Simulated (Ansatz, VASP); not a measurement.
## Two plane-wave programs on GaN

INCAR

```
PREC     = Accurate       # precision mode
ENCUT    = 600            # plane-wave cutoff, eV
EDIFF    = 1E-6           # SCF threshold, eV
ISMEAR   = 0              # smearing method
SIGMA    = 0.02           # smearing width, eV
LREAL    = False          # projectors in reciprocal space
LASPH    = True           # aspherical terms in the spheres
NELM     = 60             # most SCF steps
ALGO     = Normal         # electronic algorithm
ISIF     = 3              # what is computed and relaxed
LWAVE    = False          # write WAVECAR
LCHARG   = False          # write CHGCAR
GGA      = PE             # functional
IBRION   = 2              # ionic algorithm
NSW      = 100            # ionic steps
EDIFFG   = -0.005         # ionic threshold
```

The input KPOINTS:

```
Automatic mesh
0
Gamma
  12 12 6
```

POSCAR

```
GaN
1.0
    3.1889304000      0.0000000000      0.0000000000
   -1.5944652000      2.7616947400      0.0000000000
    0.0000000000      0.0000000000      5.1923572500
Ga N
2 2
Direct
    0.6666666700      0.3333333300      0.4990837100
    0.3333333300      0.6666666700      0.9990837100
    0.6666666700      0.3333333300      0.8759162900
    0.3333333300      0.6666666700      0.3759162900
```

Input for Ansatz:

```yaml
crystal:
  lattice:
    - [3.1889304, 0.0, 0.0]
    - [-1.5944652, 2.76169474, 0.0]
    - [0.0, 0.0, 5.19235725]
  atoms:
    - { symbol: Ga, position: [0.66666667, 0.33333333, 0.49908371] }
    - { symbol: Ga, position: [0.33333333, 0.66666667, 0.99908371] }
    - { symbol: "N", position: [0.66666667, 0.33333333, 0.87591629] }
    - { symbol: "N", position: [0.33333333, 0.66666667, 0.37591629] }
basis:
  ecutwfc: 420
kpoints:
  mp_grid: { grid: [12, 12, 6] }
hamiltonian:
  xc: pbe
scf:
  occupations: { method: gaussian, width: 0.02 }
output:
  forces: true
  stress: true
  eigenvalues: true
relax:
  adjacent_minimum: "off"
  f_tol: 0.005
  max_steps: 80
  cell: { stress_tol: 0.05 }
```

Alike in both runs: task relaxation of cell and atoms; functional PBE; k mesh 12 × 12 × 6; occupations gaussian, width 0.02 eV; no spin polarisation.

```csv
,VASP,Ansatz
version,VASP 6.6.1,Ansatz 0.2.0
potentials or method,"VASP PAW PBE potentials, release 64 (Ga_d, N), cutoff 600 eV","scalar-relativistic, plane waves, PAW"
valence electrons in the cell,36,36
```

```tsv
	VASP	Ansatz	Ansatz less VASP
gap on the k mesh at the Fermi level, each at its own relaxed structure (eV)	1.72	1.71	-0.010
relaxed volume (Å³/atom)	11.75	11.76	+0.006
relaxed cell length with the largest relative difference (Å)	5.242	5.243	+0.0016
```
